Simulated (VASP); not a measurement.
# IrF2 (Fm-3m) in VASP: notebook

IrF2 is run at these levels: PBE; tasks: single point, relaxation of cell and atoms.

Program: VASP 6.6.1. These are calculated values, not measurements. Logs are shortened: lines on timing, memory, paths and dates and some standing lists are left out, and cuts for length are marked.

### Step 1. The cell of the first run

It takes space group Fm-3m (No. 225, cubic). The conventional cell has a = 5.478 Å, b = 5.478 Å, c = 5.478 Å, α = 90.00°, β = 90.00°, γ = 90.00°. Within 3.1 Å of Ir (site symmetry m-3m) lie 8 F at 2.37 Å. F (site symmetry -43m) has 4 Ir at 2.37 Å and 6 F at 2.74 Å within 3.1 Å.

### Step 2. Single point, PBE, collinear spin

INCAR reads:

```
SYSTEM = IrF2
  PREC = Accurate
  ENCUT = 520
  EDIFF = 1E-6
  ISMEAR = 0
  SIGMA = 0.1
  LREAL = .False.
  LASPH = .True.
  NELM = 150
  ALGO = Fast
  ISIF = 2
  LWAVE = .False.
  LCHARG = .False.
  ISPIN = 2
  MAGMOM = 0.26 0 0
  LORBIT = 11
  LMAXMIX = 4
  GGA = PE
  NBANDS = 22
```

KPOINTS reads:

```
Automatic mesh
0
Gamma
  6 6 6
  0 0 0
```

POSCAR reads:

```
IrF2
1.0
    0.0000000000      2.7388265413      2.7388265413
    2.7388265413      0.0000000000      2.7388265413
    2.7388265413      2.7388265413      0.0000000000
Ir F
1 2
Direct
    0.0000000000      0.0000000000      0.0000000000
    0.2500000000      0.2500000000      0.2500000000
    0.7500000000      0.7500000000      0.7500000000
```

Potentials or basis: VASP PAW PBE potentials, release 64 (Ir, F).

Launch:

```console
$ cat potpaw_PBE.64/Ir/POTCAR potpaw_PBE.64/F/POTCAR > POTCAR
$ mpirun -np 1 vasp_std > vasp.out
```

OUTCAR:

```text
SYSTEM = IrF2
   PREC = Accurate
   ENCUT = 520
   EDIFF = 1E-6
   ISMEAR = 0
   LREAL = .False.
   LASPH = .True.
   NELM = 150
   ISIF = 2
   ISPIN = 2
   LORBIT = 11
   GGA = PE

 ion  position               nearest neighbor table
   1  0.000  0.000  0.000-   3 2.37   3 2.37   3 2.37   2 2.37   3 2.37   2 2.37   2 2.37   2 2.37

   2  0.250  0.250  0.250-   1 2.37   1 2.37   1 2.37   1 2.37
   3  0.750  0.750  0.750-   1 2.37   1 2.37   1 2.37   1 2.37

  LATTYP: Found a face centered cubic cell.
 ALAT       =     5.4776530826

  Lattice vectors:

 A1 = (   0.0000000000,   2.7388265413,   2.7388265413)
 A2 = (   2.7388265413,   0.0000000000,   2.7388265413)
 A3 = (   2.7388265413,   2.7388265413,   0.0000000000)

Analysis of symmetry for initial positions (statically):
=====================================================================
 Subroutine PRICEL returns:
 Original cell was already a primitive cell.

 Routine SETGRP: Setting up the symmetry group for a
 face centered cubic supercell.

 Subroutine GETGRP returns: Found 48 space group operations
 (whereof 48 operations were pure point group operations)
 out of a pool of 48 trial point group operations.

The static configuration has the point symmetry O_h .

Analysis of symmetry for dynamics (positions and initial velocities):
=====================================================================
 Subroutine PRICEL returns:
 Original cell was already a primitive cell.

 Routine SETGRP: Setting up the symmetry group for a
 face centered cubic supercell.

 Subroutine GETGRP returns: Found 48 space group operations
 (whereof 48 operations were pure point group operations)
 out of a pool of 48 trial point group operations.

The dynamic configuration has the point symmetry O_h .

Analysis of structural, dynamic, and magnetic symmetry:
=====================================================================
 Subroutine PRICEL returns:
 Original cell was already a primitive cell.

 Routine SETGRP: Setting up the symmetry group for a
 face centered cubic supercell.

 Subroutine GETGRP returns: Found 48 space group operations
 (whereof 48 operations were pure point group operations)
 out of a pool of 48 trial point group operations.

The overall configuration has the point symmetry O_h .

 Subroutine INISYM returns: Found 48 space group operations
 (whereof 48 operations are pure point group operations),
 and found     1 'primitive' translations

----------------------------------------------------------------------------------------

                                     Primitive cell

  volume of cell :      41.0888

  direct lattice vectors                    reciprocal lattice vectors
     0.000000000  2.738826541  2.738826541    -0.182559937  0.182559937  0.182559937
     2.738826541  0.000000000  2.738826541     0.182559937 -0.182559937  0.182559937
     2.738826541  2.738826541  0.000000000     0.182559937  0.182559937 -0.182559937

  length of vectors
     3.873285640  3.873285640  3.873285640     0.316203086  0.316203086  0.316203086

  position of ions in fractional coordinates (direct lattice)
     0.000000000  0.000000000  0.000000000
     0.250000000  0.250000000  0.250000000
     0.750000000  0.750000000  0.750000000

  ion indices of the primitive-cell ions
   primitive index   ion index
                 1           1
                 2           2
                 3           3

----------------------------------------------------------------------------------------

 KPOINTS: Automatic mesh

Automatic generation of k-mesh.
 Grid dimensions read from file:
 generate k-points for:    6    6    6

 Generating k-lattice:

  Cartesian coordinates                     Fractional coordinates (reciprocal lattice)
    -0.030426656  0.030426656  0.030426656     0.166666667  0.000000000  0.000000000
     0.030426656 -0.030426656  0.030426656     0.000000000  0.166666667  0.000000000
     0.030426656  0.030426656 -0.030426656     0.000000000  0.000000000  0.166666667

  Length of vectors
     0.052700514  0.052700514  0.052700514

  Shift w.r.t. Gamma in fractional coordinates (k-lattice)
     0.000000000  0.000000000  0.000000000

 Subroutine IBZKPT returns following result:
 ===========================================

 Found     16 irreducible k-points:

 Following reciprocal coordinates:
            Coordinates               Weight
  0.000000  0.000000  0.000000      1.000000
  0.166667  0.000000  0.000000      8.000000
  0.333333  0.000000  0.000000      8.000000
  0.500000  0.000000  0.000000      4.000000
  0.166667  0.166667  0.000000      6.000000
  0.333333  0.166667  0.000000     24.000000
[... 8 lines left out ...]
 -0.333333  0.333333  0.166667     24.000000
 -0.333333  0.500000  0.166667     12.000000
   k-points           NKPTS =     16   k-points in BZ     NKDIM =     16   number of bands    NBANDS=     22
   number of dos      NEDOS =    301   number of ions     NIONS =      3
   total plane-waves  NPLWV =  27000
   dimension x,y,z NGX =    30 NGY =   30 NGZ =   30
   dimension x,y,z NGXF=    60 NGYF=   60 NGZF=   60
   ions per type =               1   2
   NGX,Y,Z   is equivalent  to a cutoff of  12.88, 12.88, 12.88 a.u.
   NGXF,Y,Z  is equivalent  to a cutoff of  25.75, 25.75, 25.75 a.u.
 SYSTEM =  IrF2
   PREC   = accura    normal or accurate (medium, high low for compatibility)
   ISTART =      0    job   : 0-new  1-cont  2-samecut
   ICHARG =      2    charge: 1-file 2-atom 10-const
   ISPIN  =      2    spin polarized calculation?
   LNONCOLLINEAR =      F non collinear calculations
   LSORBIT =      F    spin-orbit coupling
   LASPH  =      T    aspherical Exc in radial PAW
   ENCUT  =  520.0 eV  38.22 Ry    6.18 a.u.   7.20  7.20  7.20*2*pi/ulx,y,z
   NELM   =    150;   NELMIN=  2; NELMDL= -5     # of ELM steps
   EDIFF  = 0.1E-05   stopping-criterion for ELM
   LREAL  =      F    real-space projection
   EDIFFG = 0.1E-04   stopping-criterion for IOM
   NSW    =      0    number of steps for IOM
   IBRION =     -1    ionic relax: 0-MD 1-quasi-New 2-CG
   NFREE  =      0    steps in history (QN), initial steepest desc. (CG)
   ISIF   =      2    stress and relaxation
   ISYM   =      2    0-nonsym 1-usesym 2-fastsym
   POTIM  = 0.5000    time-step for ionic-motion
   TEBEG  =    0.0;   TEEND  =   0.0 temperature during run
   PSTRESS=    0.0 pullay stress
   NELECT =      23.0000    total number of electrons
   NUPDOWN=      -1.0000    fix difference up-down
   EMIN   =  10.00;   EMAX   =-10.00  energy-range for DOS
   EFERMI =   0.00;   METHOD = LEGACY
   ISMEAR =     0;   SIGMA  =   0.10  broadening in eV -4-tet -1-fermi 0-gaus
   EFERMI_NEDOS =   21; number of points for ismear=-14 and -15
   IALGO  =     68    algorithm
   IMIX   =      4    mixing-type and parameters
     AMIX     =   0.40;   BMIX     =  1.00
     AMIX_MAG =   1.60;   BMIX_MAG =  1.00
  volume/ion in A,a.u.               =      13.70        92.43
  Fermi-wavevector in a.u.,A,eV,Ry     =   1.349200  2.549618 24.767229  1.820340
  Thomas-Fermi vector in A             =   2.476806
   LORBIT       =     11    0 simple, 1 ext, 2 COOP (PROOUT), +10 PAW based schemes
   GGA     = PE    functional components
   LHFCALC =     F    Hartree Fock is set to
   AEXX    =    0.0000 exact exchange contribution
   IVDW    =     0    specifies the selected vdW correction
   LEPSILON=     F    determine dielectric tensor
   LRPA    =     F    only Hartree local field effects (RPA)
 spin polarized calculation
 RMM-DIIS sequential band-by-band and
 Gauss-broadening in eV      SIGMA  =   0.10
  energy-cutoff  :      520.00
  volume of cell :       41.09
 maximum number of plane-waves:      1125
 NGX is ok and might be reduce to    30
   NGX = 15   NGY = 15   NGZ = 15

 number of electron      22.9999989 magnetization       0.0060186

 number of electron      22.9999989 magnetization      -0.0055220

 Free energy of the ion-electron system (eV)
  ---------------------------------------------------
  ext. energy  EPLUGINS =         0.00000000
  ---------------------------------------------------
  free energy    TOTEN  =       -12.62522381 eV

  energy without entropy =      -12.59842340  energy(sigma->0) =      -12.61182361

 E-fermi :   3.4397     XC(G=0): -10.5656

 val. band max:        3.4185783693   @ k =  -0.3333   0.5000   0.1667
 cond. band min:       3.4608477155   @ k =  -0.1667   0.1667   0.0000
 fundamental gap:      0.0422693462
 Fermi energy:         3.4396562155

 spin component 1

 k-point     1 :       0.0000    0.0000    0.0000
  band No.  band energies     occupation
      1     -21.3788      1.00000
      2     -20.4649      1.00000
      3      -3.9411      1.00000
      4      -3.9411      1.00000
      5      -3.9411      1.00000
      6      -1.6599      1.00000
[... 14 lines left out ...]
     21      24.0547      0.00000
     22      24.1381      0.00000

 k-point     2 :       0.1667    0.0000    0.0000
  band No.  band energies     occupation
      1     -21.3018      1.00000
      2     -20.5281      1.00000
      3      -3.8082      1.00000
      4      -3.8082      1.00000
      5      -3.6725      1.00000
      6      -2.1606      1.00000
[... 14 lines left out ...]
     21      22.8860      0.00000
     22      24.0485      0.00000

 k-point     3 :       0.3333    0.0000    0.0000
  band No.  band energies     occupation
      1     -21.1123      1.00000
      2     -20.6828      1.00000
      3      -3.5036      1.00000
      4      -3.5036      1.00000
      5      -3.1355      1.00000
      6      -2.8483      1.00000
[... 14 lines left out ...]
     21      22.3816      0.00000
     22      23.3031      0.00000
[... 276 lines left out ...]
 k-point    15 :      -0.3333    0.3333    0.1667
  band No.  band energies     occupation
      1     -20.8840      1.00000
      2     -20.8614      1.00000
      3      -4.0415      1.00000
      4      -3.7830      1.00000
      5      -2.8780      1.00000
      6      -2.6058      1.00000
[... 14 lines left out ...]
     21      21.3979      0.00000
     22      24.1088      0.00000

 k-point    16 :      -0.3333    0.5000    0.1667
  band No.  band energies     occupation
      1     -20.9126      1.00000
      2     -20.8210      1.00000
      3      -4.4029      1.00000
      4      -3.6434      1.00000
      5      -2.9843      1.00000
      6      -2.3799      1.00000
[... 14 lines left out ...]
     21      21.1224      0.00000
     22      24.8882      0.00000
 Fermi energy:         3.4396562155

 spin component 2

 k-point     1 :       0.0000    0.0000    0.0000
  band No.  band energies     occupation
      1     -21.3794      1.00000
      2     -20.4654      1.00000
      3      -3.9422      1.00000
      4      -3.9422      1.00000
      5      -3.9422      1.00000
      6      -1.6604      1.00000
[... 14 lines left out ...]
     21      24.0525      0.00000
     22      24.1937      0.00000

 k-point     2 :       0.1667    0.0000    0.0000
  band No.  band energies     occupation
      1     -21.3023      1.00000
      2     -20.5286      1.00000
      3      -3.8093      1.00000
      4      -3.8093      1.00000
      5      -3.6736      1.00000
      6      -2.1612      1.00000
[... 14 lines left out ...]
     21      22.8849      0.00000
     22      24.0445      0.00000

 k-point     3 :       0.3333    0.0000    0.0000
  band No.  band energies     occupation
      1     -21.1129      1.00000
      2     -20.6834      1.00000
      3      -3.5047      1.00000
      4      -3.5047      1.00000
      5      -3.1362      1.00000
      6      -2.8490      1.00000
[... 14 lines left out ...]
     21      22.3809      0.00000
     22      23.3023      0.00000
[... 276 lines left out ...]
 k-point    15 :      -0.3333    0.3333    0.1667
  band No.  band energies     occupation
      1     -20.8845      1.00000
      2     -20.8619      1.00000
      3      -4.0423      1.00000
      4      -3.7837      1.00000
      5      -2.8789      1.00000
      6      -2.6065      1.00000
[... 14 lines left out ...]
     21      21.3971      0.00000
     22      24.1079      0.00000

 k-point    16 :      -0.3333    0.5000    0.1667
  band No.  band energies     occupation
      1     -20.9131      1.00000
      2     -20.8215      1.00000
      3      -4.4036      1.00000
      4      -3.6440      1.00000
      5      -2.9849      1.00000
      6      -2.3808      1.00000
[... 14 lines left out ...]
     21      21.1215      0.00000
     22      24.8869      0.00000

------------------------ aborting loop because EDIFF is reached ----------------------------------------

  FORCE on cell =-STRESS in cart. coord.  units (eV):
  Direction    XX          YY          ZZ          XY          YZ          ZX
  --------------------------------------------------------------------------------------
  -------------------------------------------------------------------------------------
  Total       -1.7814768     -1.7814768     -1.7814768     -0.0000000     -0.0000000      0.0000000
  in kB      -69.4651811    -69.4651811    -69.4651811     -0.0000000     -0.0000000      0.0000000
  external PRESSURE =     -69.4651811 kB  Pullay stress =       0.0000000 kB

 VOLUME and BASIS-vectors are now :
 -----------------------------------------------------------------------------
  energy-cutoff  :      520.00
  volume of cell :       41.09
      direct lattice vectors                 reciprocal lattice vectors
     0.000000000  2.738826541  2.738826541    -0.182559937  0.182559937  0.182559937
     2.738826541  0.000000000  2.738826541     0.182559937 -0.182559937  0.182559937
     2.738826541  2.738826541  0.000000000     0.182559937  0.182559937 -0.182559937

 POSITION                                       TOTAL-FORCE (eV/Angst)
 -----------------------------------------------------------------------------------
      0.00000      0.00000      0.00000         0.000000     -0.000000      0.000000
      1.36941      1.36941      1.36941        -0.000000     -0.000000     -0.000000
      4.10824      4.10824      4.10824         0.000000      0.000000      0.000000
 -----------------------------------------------------------------------------------
    total drift:                                0.000000     -0.000000      0.000000

  FREE ENERGIE OF THE ION-ELECTRON SYSTEM (eV)
  ---------------------------------------------------
  free  energy   TOTEN  =       -12.6252238148 eV

  energy  without entropy=      -12.5984234030  energy(sigma->0) =      -12.61182361

 total charge

# of ion       s       p       d       tot
------------------------------------------
    1        0.271   0.220   6.913   7.405
    2        1.757   4.231   0.000   5.988
    3        1.757   4.231   0.000   5.988
--------------------------------------------------
tot          3.785   8.681   6.913  19.380

 magnetization (x)

# of ion       s       p       d       tot
------------------------------------------
    1       -0.000  -0.000  -0.008  -0.008
    2       -0.000  -0.001   0.000  -0.001
    3       -0.000  -0.001   0.000  -0.001
--------------------------------------------------
tot         -0.000  -0.001  -0.008  -0.009
```

Run time: 31 s. Hardware: 1 thread of Oxide Virtual Turin-like, shared host; peak memory 0.16 GiB.

What came out:

```yaml
Free_energy: -12.6252 eV
Pressure: -6.9 GPa
Net_moment: -0.01 μB per cell
Valence_electrons_inside_the_program's_atomic_spheres: Ir 7.41; F 5.99
```

Caveat: the cell stands under tension; spin-orbit coupling is left out, which moves the levels of the heavy elements.

### Step 3. Relaxation of cell and atoms, PBE, collinear spin

This run uses another cell than the first one, of 11.30 Å³/atom.

INCAR reads:

```
SYSTEM = IrF2
PREC = Accurate ; ENCUT = 600
EDIFF = 1E-6 ; ISMEAR = 0
SIGMA = 0.1 ; LREAL = .FALSE.
LASPH = .TRUE. ; NELM = 150
ALGO = Normal ; ISIF = 3
LWAVE = .FALSE. ; LCHARG = .FALSE.
ISPIN = 2 ; MAGMOM = 0.26 0 0
LORBIT = 11 ; LMAXMIX = 4
GGA = PE ; IBRION = 2
NSW = 90 ; EDIFFG = -0.04
```

KPOINTS reads:

```
regular mesh
0
G
  6 6 6
  0 0 0
```

POSCAR reads:

```
IrF2
1.0
    0.0000000000      2.5689011361      2.5689011361
    2.5689011361      0.0000000000      2.5689011361
    2.5689011361      2.5689011361      0.0000000000
Ir F
1 2
Direct
    0.0000000000      0.0000000000      0.0000000000
    0.2500000000      0.2500000000      0.2500000000
    0.7500000000      0.7500000000      0.7500000000
```

Potentials or basis: VASP PAW PBE potentials, release 64 (Ir, F).

Launch:

```console
$ cat potpaw_PBE.64/Ir/POTCAR potpaw_PBE.64/F/POTCAR > POTCAR
$ mpirun -np 1 vasp_std > vasp.out
```

It took 44 s on 1 thread of Oxide Virtual Turin-like, shared host; peak memory 0.17 GiB.

Results (log left out):

| Property | Result |
| --- | --- |
| Free energy | -12.9704 eV |
| Relaxed volume | 13.65 Å³/atom |
| Relaxed cell | a = 3.869 Å, b = 3.869 Å, c = 3.869 Å, α = 60.00°, β = 60.00°, γ = 60.00° |
| Space group after relaxing (to 0.1 Å) | Fm-3m (No. 225) |
| Energy gained by relaxing | 197.8 meV/atom |
| Ionic steps | 4 |
| Pressure after relaxing | 0.0 GPa |
| Band gap on the k mesh | zero (filled and empty bands touch) |
| Net moment | 3.00 μB per cell |
| Site moments | Ir +2.53; F +0.19 μB |
| Valence electrons inside the program's atomic spheres | Ir 7.33; F 6.03 |

The path:
```
step  energy change (eV)  largest force (eV/Å)  pressure (GPa)  volume (Å³)
   1              0.0000                0.0000           23.09        33.91
   2             -0.5742                0.0000           -3.81        42.54
   3             -0.5916                0.0000           -1.25        41.45
   4             -0.5935                0.0000            0.05        40.95
```

Final structure:
```yaml
crystal:
  lattice:
    - [0.00000, 2.73582, 2.73582]
    - [2.73582, 0.00000, 2.73582]
    - [2.73582, 2.73582, 0.00000]
  atoms:
    - { symbol: Ir, position: [0.00000, 0.00000, 0.00000] }
    - { symbol: F, position: [0.25000, 0.25000, 0.25000] }
    - { symbol: F, position: [0.75000, 0.75000, 0.75000] }
```

Levels at points of the mesh, in eV from the Fermi level:
Spin up:
```
           k point  band 9  band 10  band 11  band 12  band 13  band 14  band 15
(0.00, 0.00, 0.00)   -1.94    -1.94    -0.55    -0.03    -0.03    -0.03    10.34
(0.50, 0.00, 0.00)   -2.04    -1.84    -1.84    -0.31    -0.31     3.52     5.88
(0.50, 0.50, 0.00)   -2.16    -1.79    -1.55    -0.88    -0.88     4.47     6.85
```
Spin down:
```
           k point  band 7  band 8  band 9  band 10  band 11  band 12  band 13  band 14
(0.00, 0.00, 0.00)   -4.39   -4.39   -0.92    -0.92     0.15     1.95     1.96     1.96
(0.50, 0.00, 0.00)   -5.12   -5.12   -0.68    -0.68     0.25     1.58     1.58     4.45
(0.50, 0.50, 0.00)   -4.74   -4.02   -0.83    -0.49     0.10     1.18     1.18     5.47
```

Caveat: the volume moved by over 15 % at a fixed basis, so the end points are rough; spin-orbit coupling is left out, which moves the levels of the heavy elements.

The gap in the log of VASP goes by the Fermi energy; the results here count the filled bands.